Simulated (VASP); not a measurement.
Here is a VASP 6.6.1 calculation.

INCAR

```
  PREC = Accurate
  ENCUT = 520
  EDIFF = 1E-6
  ISMEAR = -1
  SIGMA = 0.15
  LREAL = False
  LASPH = True
  NELM = 150
  ALGO = Normal
  ISIF = 2
  LWAVE = False
  LCHARG = False
  ISPIN = 2
  MAGMOM = 2 2
  LORBIT = 11
  LMAXMIX = 4
  GGA = B5
  ALDAX = 1.0
  AGGAX = 1.0
  AGGAC = 1.0
  ALDAC = 0.0
  IVDW = 12
  VDW_S6 = 1.0
  VDW_S8 = 2.6996
  VDW_A1 = 0.4298
  VDW_A2 = 4.2359
  NBANDS = 21
```

KPOINTS

```
Automatic mesh
0
Gamma
  15 15 8
```

POSCAR

```
Ni
1.0
    2.4631587735      0.0000000000      0.0000000000
   -1.2315793868      2.1331580714      0.0000000000
    0.0000000000      0.0000000000      4.0359420150
Ni
2
Direct
    0.3333333333      0.6666666667      0.2500000000
    0.6666666667      0.3333333333      0.7500000000
```

Potentials or basis: VASP PAW PBE potentials, release 64 (Ni).

The run is started by

```console
$ cat potpaw_PBE.64/Ni/POTCAR > POTCAR
$ mpirun -np 1 vasp_std > vasp.out
```

(1) Estimate the dispersion energy per atom.

(2) Predict the pressure.

(3) Predict the net moment.

(4) Estimate the site moments.

Results:

(1) -1.080 eV.

(2) 0.0 GPa.

(3) 1.10 μB per cell.

(4) Ni +0.55 μB.

Caveat: the PAW data sets were made with another functional, which shifts forces and pressure a little; pairwise dispersion overbinds metals, which lowers pressure and volume.
